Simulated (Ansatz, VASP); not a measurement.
# One calculation of Se, two programs

The input INCAR:

```
SYSTEM = Se
PREC = Accurate ; ENCUT = 520
EDIFF = 1E-6 ; ISMEAR = -1
SIGMA = 0.1 ; LREAL = .False.
LASPH = .True. ; NELM = 100
ALGO = Normal ; ISIF = 2
LWAVE = .False. ; LCHARG = .False.
GGA = RE ; NBANDS = 9
```

KPOINTS

```
regular mesh
0
Gamma
  12 12 12
  0 0 0
```

The input POSCAR:

```
Se
1.0
    2.8098981468      0.0000000000      0.0000000000
    0.0000000000      2.8098981468      0.0000000000
    0.0000000000      0.0000000000      2.8098981468
Se
1
Direct
    0.0000000000      0.0000000000      0.0000000000
```

Input for Ansatz:

```yaml
crystal:
  lattice:
    - [2.8098981468, 0.0, 0.0]
    - [0.0, 2.8098981468, 0.0]
    - [0.0, 0.0, 2.8098981468]
  atoms:
    - { symbol: Se, position: [0.0, 0.0, 0.0] }
hamiltonian:
  xc: revpbe
  pseudopotentials:
    kind: paw
    azcp:
      Se: "pseudopotentials/Se.paw.azcp"
basis:
  ecutwfc: 420
  fft_grid_basis: typed
kpoints:
  mp_grid: { grid: [12, 12, 12], shift: [0, 0, 0] }
magnetization:
  spin_polarized: false
scf:
  occupations: { method: fermi_dirac, width: 0.1 }
  lower_state_search: "off"
output:
  stress: true
  write_density: true
  write_potential: true
  elf: true
  volumetric_format: npy
```

Alike in both runs: task single point; functional revPBE; k mesh 12 × 12 × 12; occupations fermi-dirac, width 0.1 eV; no spin polarisation.

|  | VASP | Ansatz |
| --- | --- | --- |
| version | VASP 6.6.1 | Ansatz 0.2.0 |
| potentials or method | VASP PAW PBE potentials, release 64 (Se), cutoff 520 eV | plane waves (420 eV) with PAW, scalar-relativistic |
| valence electrons in the cell | 6 | 16 |

|  | VASP | Ansatz | Ansatz less VASP |
| --- | --- | --- | --- |
| pressure (GPa) | 3.1 | 3.1 | -0.01 |

VASP's potentials were made for PBE, not for revPBE. VASP's potentials hold 6 valence electrons a cell and Ansatz's 16, so a difference there can come from the potentials and not from the codes.
